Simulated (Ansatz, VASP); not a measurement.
# One calculation of WF3, two programs

The input INCAR:

```
SYSTEM = WF3
PREC = Accurate
ENCUT = 600
EDIFF = 1E-6
ISMEAR = 0
SIGMA = 0.1
LREAL = .FALSE.
LASPH = .TRUE.
NELM = 150
ALGO = Normal
ISIF = 3
LWAVE = .FALSE.
LCHARG = .FALSE.
ISPIN = 2
MAGMOM = 1.62 0.1 0.1 0.1
LORBIT = 11
LMAXMIX = 4
GGA = PE
IBRION = 2
NSW = 90
EDIFFG = -0.04
```

Contents of KPOINTS:

```
regular mesh
0
G
  4 4 4
  0 0 0
```

The input POSCAR:

```
WF3
1.0
    3.7922857600      0.0000000000      0.0000000000
    0.0000000000      3.7922857600      0.0000000000
    0.0000000000      0.0000000000      4.2650082500
W F
1 3
Direct
    0.5000000000      0.5000000000      0.9482579100
    0.5000000000      0.5000000000      0.5385002300
    0.5000000000      0.0000000000      0.0070267400
    0.0000000000      0.5000000000      0.0070267400
```

Input for Ansatz:

```yaml
crystal:
  lattice:
    - [3.79228576, 0.0, 0.0]
    - [0.0, 3.79228576, 0.0]
    - [0.0, 0.0, 4.26500825]
  atoms:
    - { symbol: W, position: [0.5, 0.5, 0.94825791] }
    - { symbol: F, position: [0.5, 0.5, 0.53850023] }
    - { symbol: F, position: [0.5, 0.0, 0.00702674] }
    - { symbol: F, position: [0.0, 0.5, 0.00702674] }
basis:
  ecutwfc: 420
kpoints:
  mp_grid: { grid: [4, 4, 4] }
hamiltonian:
  xc: pbe
scf:
  occupations: { method: gaussian, width: 0.1 }
  lower_state_search: "off"
output:
  forces: true
  stress: true
  eigenvalues: true
  populations: true
magnetization:
  spin_polarized: true
relax:
  adjacent_minimum: "off"
  f_tol: 0.04
  max_steps: 70
  cell: { stress_tol: 0.4 }
```

Alike in both runs: task relaxation of cell and atoms; functional PBE; k mesh 4 × 4 × 4; occupations gaussian, width 0.1 eV; collinear spin.

|  | VASP | Ansatz |
| --- | --- | --- |
| version | VASP 6.6.1 | Ansatz 0.2.0 |
| potentials or method | VASP PAW PBE potentials, release 64 (W_sv, F), cutoff 600 eV | scalar-relativistic, plane waves, PAW |
| valence electrons in the cell | 35 | 35 |

```tsv
	VASP	Ansatz	Ansatz less VASP
gap on the k mesh at the Fermi level, each at its own relaxed structure (eV)	0.23	0.22	-0.014
net moment per atom (μB)	0.75	0.75	-0.001
size of the moment on the site where the two differ most (μB)	2.39	1.48	-0.915
relaxed volume (Å³/atom)	17.96	17.87	-0.085
relaxed cell length with the largest relative difference (Å)	4.157	4.149	-0.0080
```

Site moments also hang on the region over which each program counts them. Ansatz's warnings: no starting moments.

Spin-orbit coupling is off throughout. Noted on VASP's run: the volume moved by over 15 % at a fixed basis, so the end points are rough.
